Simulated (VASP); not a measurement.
# Li2Se (Fm-3m) in VASP: settings compared

The runs below take Li2Se through single point, with PBE+D3(BJ), PBE+D4.

Program: VASP 6.6.1. These are calculated values, not measurements. Logs are shortened: lines on timing, memory, paths and dates and some standing lists are left out, and cuts for length are marked.

## 1. The cell of the first run

The structure is cubic, space group Fm-3m (No. 225). Conventional cell: a = 5.796 Å, b = 5.796 Å, c = 5.796 Å, α = 90.00°, β = 90.00°, γ = 90.00°. Li (site symmetry -43m) has 4 Se at 2.51 Å and 6 Li at 2.90 Å within 3.3 Å. Se (site symmetry m-3m) has 8 Li at 2.51 Å within 3.3 Å.

## 2. Single point, PBE+D3(BJ) (volume scaled by 0.96)

File INCAR:

```
SYSTEM = Li2Se
PREC = Accurate
ENCUT = 750
EDIFF = 1E-6
ISMEAR = 0
SIGMA = 0.05
LREAL = .False.
LASPH = .True.
NELM = 120
ALGO = Normal
ISIF = 2
LWAVE = .False.
LCHARG = .False.
GGA = PE
IVDW = 12
NBANDS = 13
GGA_COMPAT = .False.
```

File KPOINTS:

```
regular mesh
0
Gamma
  8 8 8
  0 0 0
```

File POSCAR:

```
Li2Se
1.0
    0.0000000000      2.8981033811      2.8981033811
    2.8981033811      0.0000000000      2.8981033811
    2.8981033811      2.8981033811      0.0000000000
Li Se
2 1
Direct
    0.2500000000      0.2500000000      0.2500000000
    0.7500000000      0.7500000000      0.7500000000
    0.0000000000      0.0000000000      0.0000000000
```

Potentials or basis: VASP PAW PBE potentials, release 64 (Li_sv, Se).

Launch:

```console
$ cat potpaw_PBE.64/Li_sv/POTCAR potpaw_PBE.64/Se/POTCAR > POTCAR
$ mpirun -np 1 vasp_std > vasp.out
```

OUTCAR:

```text
SYSTEM = Li2Se
   PREC = Accurate
   ENCUT = 750
   EDIFF = 1E-6
   ISMEAR = 0
   LREAL = .False.
   LASPH = .True.
   NELM = 120
   ISIF = 2
   GGA = PE
   IVDW = 12
 IVDW          = 12

 ion  position               nearest neighbor table
   1  0.250  0.250  0.250-   3 2.51   3 2.51   3 2.51   3 2.51
   2  0.750  0.750  0.750-   3 2.51   3 2.51   3 2.51   3 2.51
   3  0.000  0.000  0.000-   2 2.51   2 2.51   2 2.51   1 2.51   2 2.51   1 2.51   1 2.51   1 2.51

  LATTYP: Found a face centered cubic cell.
 ALAT       =     5.7962067622

  Lattice vectors:

 A1 = (   0.0000000000,   2.8981033811,   2.8981033811)
 A2 = (   2.8981033811,   0.0000000000,   2.8981033811)
 A3 = (   2.8981033811,   2.8981033811,   0.0000000000)

Analysis of symmetry for initial positions (statically):
=====================================================================
 Subroutine PRICEL returns:
 Original cell was already a primitive cell.

 Routine SETGRP: Setting up the symmetry group for a
 face centered cubic supercell.

 Subroutine GETGRP returns: Found 48 space group operations
 (whereof 48 operations were pure point group operations)
 out of a pool of 48 trial point group operations.

The static configuration has the point symmetry O_h .

Analysis of symmetry for dynamics (positions and initial velocities):
=====================================================================
 Subroutine PRICEL returns:
 Original cell was already a primitive cell.

 Routine SETGRP: Setting up the symmetry group for a
 face centered cubic supercell.

 Subroutine GETGRP returns: Found 48 space group operations
 (whereof 48 operations were pure point group operations)
 out of a pool of 48 trial point group operations.

The dynamic configuration has the point symmetry O_h .

 Subroutine INISYM returns: Found 48 space group operations
 (whereof 48 operations are pure point group operations),
 and found     1 'primitive' translations

----------------------------------------------------------------------------------------

                                     Primitive cell

  volume of cell :      48.6824

  direct lattice vectors                    reciprocal lattice vectors
     0.000000000  2.898103381  2.898103381    -0.172526627  0.172526627  0.172526627
     2.898103381  0.000000000  2.898103381     0.172526627 -0.172526627  0.172526627
     2.898103381  2.898103381  0.000000000     0.172526627  0.172526627 -0.172526627

  length of vectors
[... 97 lines left out ...]
   EMIN   =  10.00;   EMAX   =-10.00  energy-range for DOS
   EFERMI =   0.00;   METHOD = LEGACY
   ISMEAR =     0;   SIGMA  =   0.05  broadening in eV -4-tet -1-fermi 0-gaus
   EFERMI_NEDOS =   21; number of points for ismear=-14 and -15
   IALGO  =     38    algorithm
   IMIX   =      4    mixing-type and parameters
     AMIX     =   0.40;   BMIX     =  1.00
     AMIX_MAG =   1.60;   BMIX_MAG =  1.00
  volume/ion in A,a.u.               =      16.23       109.51
  Fermi-wavevector in a.u.,A,eV,Ry     =   1.026466  1.939740 14.335549  1.053633
  Thomas-Fermi vector in A             =   2.160361
   LORBIT       =      0    0 simple, 1 ext, 2 COOP (PROOUT), +10 PAW based schemes
   GGA     = PE    functional components
   LHFCALC =     F    Hartree Fock is set to
   AEXX    =    0.0000 exact exchange contribution
   IVDW    =    12    specifies the selected vdW correction
   LEPSILON=     F    determine dielectric tensor
   LRPA    =     F    only Hartree local field effects (RPA)
 non-spin polarized calculation
 Gauss-broadening in eV      SIGMA  =   0.05
  energy-cutoff  :      750.00
  volume of cell :       48.68
 maximum number of plane-waves:      2281
 NGX is ok and might be reduce to    40
   NGX = 19   NGY = 19   NGZ = 19

 number of electron      11.9999997 magnetization

 Free energy of the ion-electron system (eV)
  ---------------------------------------------------
  ext. energy  EPLUGINS =         0.00000000
  ---------------------------------------------------
  free energy    TOTEN  =       -11.06077954 eV

  energy without entropy =      -11.06077954  energy(sigma->0) =      -11.06077954

 E-fermi :   2.0213     XC(G=0):  -8.6605

 val. band max:        1.6363317995   @ k =   0.0000   0.0000   0.0000
 cond. band min:       4.5093324976   @ k =   0.5000   0.5000   0.0000
 fundamental gap:      2.8730006981
 Fermi energy:         2.0212538065

 k-point     1 :       0.0000    0.0000    0.0000
  band No.  band energies     occupation
      1     -42.9221      2.00000
      2     -42.8854      2.00000
      3     -10.0560      2.00000
      4       1.6363      2.00000
      5       1.6363      2.00000
      6       1.6363      2.00000
      7       5.4899      0.00000
      8       7.2968      0.00000
      9       7.2968      0.00000
     10       7.2968      0.00000
     11      12.5401      0.00000
     12      12.5401      0.00000
     13      12.9724      0.00000
[... 354 lines left out ...]
  band No.  band energies     occupation
      1     -42.9029      2.00000
      2     -42.9029      2.00000
      3      -9.5339      2.00000
      4      -1.3234      2.00000
      5       0.1520      2.00000
      6       0.5505      2.00000
      7       7.1424      0.00000
      8       7.7212      0.00000
      9       9.6326      0.00000
     10      10.4527      0.00000
     11      11.4847      0.00000
     12      12.9523      0.00000
     13      14.9112      0.00000

 [... further k-points ...]

------------------------ aborting loop because EDIFF is reached ----------------------------------------

 Edisp (eV)   -0.87971

 E8    (eV) :    -0.3645

  FORCE on cell =-STRESS in cart. coord.  units (eV):
  Direction    XX          YY          ZZ          XY          YZ          ZX
  --------------------------------------------------------------------------------------
  -------------------------------------------------------------------------------------
  Total       0.37490     0.37490     0.37490    -0.00000     0.00000    -0.00000
  in kB      12.33817    12.33817    12.33817    -0.00000     0.00000    -0.00000
  external pressure =       12.34 kB  Pullay stress =        0.00 kB

 VOLUME and BASIS-vectors are now :
 -----------------------------------------------------------------------------
  energy-cutoff  :      750.00
  volume of cell :       48.68
      direct lattice vectors                 reciprocal lattice vectors
     0.000000000  2.898103381  2.898103381    -0.172526627  0.172526627  0.172526627
     2.898103381  0.000000000  2.898103381     0.172526627 -0.172526627  0.172526627
     2.898103381  2.898103381  0.000000000     0.172526627  0.172526627 -0.172526627

 POSITION                                       TOTAL-FORCE (eV/Angst)
 -----------------------------------------------------------------------------------
      1.44905      1.44905      1.44905        -0.000000     -0.000000     -0.000000
      4.34716      4.34716      4.34716         0.000000      0.000000      0.000000
      0.00000      0.00000      0.00000        -0.000000      0.000000     -0.000000
 -----------------------------------------------------------------------------------
    total drift:                                0.000000     -0.000000      0.000000

  FREE ENERGIE OF THE ION-ELECTRON SYSTEM (eV)
  ---------------------------------------------------
  free  energy   TOTEN  =       -11.9404854488 eV

  energy  without entropy=      -11.9404854488  energy(sigma->0) =      -11.94048545
```

OSZICAR:

```text
N       E                     dE             d eps       ncg     rms          rms(c)
DAV:   1     0.545195470044E+02    0.54520E+02   -0.67768E+03   754   0.118E+03
DAV:   2    -0.324109921633E+01   -0.57761E+02   -0.54177E+02   915   0.222E+02
DAV:   3    -0.110702717650E+02   -0.78292E+01   -0.77765E+01  1426   0.502E+01
DAV:   4    -0.112318507177E+02   -0.16158E+00   -0.16150E+00   972   0.102E+01
DAV:   5    -0.112346857839E+02   -0.28351E-02   -0.28349E-02  1182   0.115E+00    0.284E+00
DAV:   6    -0.110697455873E+02    0.16494E+00   -0.20951E-01   928   0.183E+00    0.179E+00
DAV:   7    -0.110539753737E+02    0.15770E-01   -0.11295E-01  1052   0.147E+00    0.751E-01
DAV:   8    -0.110606251075E+02   -0.66497E-02   -0.15680E-02   981   0.709E-01    0.247E-01
DAV:   9    -0.110605375226E+02    0.87585E-04   -0.40544E-04  1026   0.119E-01    0.140E-01
DAV:  10    -0.110607745111E+02   -0.23699E-03   -0.43847E-04   869   0.107E-01    0.513E-02
DAV:  11    -0.110607763145E+02   -0.18033E-05   -0.19886E-05  1119   0.286E-02    0.988E-03
DAV:  12    -0.110607808632E+02   -0.45488E-05   -0.57395E-06   899   0.132E-02    0.128E-02
DAV:  13    -0.110607796168E+02    0.12464E-05   -0.43943E-07   701   0.465E-03    0.181E-03
DAV:  14    -0.110607795399E+02    0.76895E-07   -0.45658E-08   517   0.173E-03
   1 F= -.11940485E+02 E0= -.11940485E+02  d E =-.301547E-29
```

stdout:

```text
POSCAR found type information on POSCAR LiSe
 POSCAR found :  2 types and       3 ions
 scaLAPACK will be used
 LDA part: xc-table for (Slater+PW92), standard interpolation
 POSCAR, INCAR and KPOINTS ok, starting setup
 FFT: planning ... GRIDC
 FFT: planning ... GRID_SOFT
 FFT: planning ... GRID
 WAVECAR not read
 entering main loop
```

It took 45 s on 1 thread of Intel Xeon Platinum 8259CL at 2.50GHz (Skylake/Cascade Lake), shared host; peak memory 0.25 GiB.

Results:

```yaml
Free_energy: -11.9405 eV
Pressure: 1.2 GPa
Band_gap_on_the_k_mesh: 2.87 eV, indirect (least direct gap 3.85 eV)
Dispersion_energy_per_atom: -0.293 eV
```

Levels at points of the mesh, in eV from the valence-band top:
```
           k point  band 4  band 5  band 6  band 7  band 8  band 9
(0.00, 0.00, 0.00)    0.00    0.00    0.00    3.85    5.66    5.66
(0.50, 0.00, 0.00)   -3.28   -0.61   -0.61    5.55    6.00    6.00
(0.50, 0.50, 0.00)   -2.53   -1.67   -1.67    2.87    6.44   11.04
```

Caveat: three body term missing. A k mesh can miss the band edges.

[end of part 1 of 2]
